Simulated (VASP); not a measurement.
A run of VASP 6.6.1 is set up as follows.

The input INCAR:

```
SYSTEM = PbO2
PREC = Accurate ; ENCUT = 1340
EDIFF = 1E-6 ; ISMEAR = 0
SIGMA = 0.1 ; LREAL = .FALSE.
LASPH = .TRUE. ; NELM = 200
ALGO = Normal ; ISIF = 2
LWAVE = .FALSE. ; LCHARG = .FALSE.
LDAU = .TRUE. ; LDAUTYPE = 2
LDAUL = -1 1 ; LDAUU = 0 6.2
LDAUJ = 0 0 ; LDAUPRINT = 1
GGA = PE ; NBANDS = 20
GGA_COMPAT = .FALSE.
```

File KPOINTS:

```
regular mesh
0
G
  6 6 6
  0 0 0
```

The input POSCAR:

```
PbO2
1.0
    0.0000000000      2.7019920000      2.7019920000
    2.7019920000      0.0000000000      2.7019920000
    2.7019920000      2.7019920000      0.0000000000
Pb O
1 2
Direct
    0.0000000000      0.0000000000      0.0000000000
    0.2500000000      0.2500000000      0.2500000000
    0.7500000000      0.7500000000      0.7500000000
```

Potentials or basis: VASP PAW PBE potentials, release 64 (Pb_d, O_h).

The run is started by

```console
$ cat potpaw_PBE.64/Pb_d/POTCAR potpaw_PBE.64/O_h/POTCAR > POTCAR
$ mpirun -np 1 vasp_std > vasp.out
```

Question: Predict the pressure.

Answer: 2.2 GPa.

Question: What does it give for the band gap on the k mesh?

Answer: Zero (bands 13 and 14 overlap by 1.21 eV).

Caveat: spin-orbit coupling is left out, which moves the levels of the heavy elements; U without spin polarisation on a metal has little footing.
